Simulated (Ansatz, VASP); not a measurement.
**Zr3SiO: VASP beside Ansatz**

The input INCAR:

```
SYSTEM = Zr3SiO
PREC = Accurate
ENCUT = 520
EDIFF = 1E-6
ISMEAR = 0
SIGMA = 0.1
LREAL = .FALSE.
LASPH = .TRUE.
NELM = 150
ALGO = Normal
ISIF = 2
LWAVE = .FALSE.
LCHARG = .FALSE.
ISPIN = 2
MAGMOM = 1 1 1 0 0
LORBIT = 11
LMAXMIX = 4
GGA = PE
NBANDS = 35
```

KPOINTS

```
regular mesh
0
G
  6 6 2
  0 0 0
```

File POSCAR:

```
Zr3SiO
1.0
    3.0639450906      0.0000000000      0.0000000000
    0.0000000000      3.0639450906      0.0000000000
    0.0000000000      0.0000000000     10.1591562036
Zr Si O
3 1 1
Direct
    0.0000000000      0.0000000000      0.0000000000
    0.0000000000      0.0000000000      0.3243180869
    0.0000000000      0.0000000000      0.6756819131
    0.5000000000      0.5000000000      0.5000000000
    0.5000000000      0.5000000000      0.0000000000
```

Input for Ansatz:

```yaml
crystal:
  lattice:
    - [3.0639450906, 0.0, 0.0]
    - [0.0, 3.0639450906, 0.0]
    - [0.0, 0.0, 10.1591562036]
  atoms:
    - { symbol: Zr, position: [0.0, 0.0, 0.0], spin: 1.0 }
    - { symbol: Zr, position: [0.0, 0.0, 0.3243180869], spin: 1.0 }
    - { symbol: Zr, position: [0.0, 0.0, 0.6756819131], spin: 1.0 }
    - { symbol: Si, position: [0.5, 0.5, 0.5] }
    - { symbol: O, position: [0.5, 0.5, 0.0] }
basis:
  ecutwfc: 420
kpoints:
  mp_grid: { grid: [6, 6, 2] }
hamiltonian:
  xc: pbe
scf:
  occupations: { method: gaussian, width: 0.1 }
  lower_state_search: "off"
output:
  forces: true
  stress: true
  eigenvalues: true
  populations: true
magnetization:
  spin_polarized: true
```

Alike in both runs: task single point; functional PBE; k mesh 6 × 6 × 2; occupations gaussian, width 0.1 eV; collinear spin.

|  | VASP | Ansatz |
| --- | --- | --- |
| version | VASP 6.6.1 | Ansatz 0.2.0 |
| potentials or method | VASP PAW PBE potentials, release 64 (Zr_sv, Si, O), cutoff 520 eV | scalar-relativistic, plane waves, PAW |
| valence electrons in the cell | 46 | 46 |

Ansatz gave:

| Quantity | Value |
| --- | --- |
| gap on the k mesh at the Fermi level (eV) | none |
| pressure (GPa) | -0.2 |
| traceless stress, the component that is largest in VASP (GPa) | 0.15 |
| rms of the force components (eV/Å) | 0.019 |
| net moment per atom (μB) | 0.00 |

Question: What did VASP give for the same quantities?

Answer: gap on the k mesh at the Fermi level (eV): none; pressure (GPa): -0.1; traceless stress, the component that is largest in VASP (GPa): 0.04; rms of the force components (eV/Å): 0.021; net moment per atom (μB): 0.00.

Atom by atom the forces differ by 0.002 eV/Å (rms over components). A gap of «none» marks a metal or a gap that the smearing closes. The functional is the same, so the differences come from potentials, cutoffs and numerics. Ansatz's warnings: seeded moment not kept.
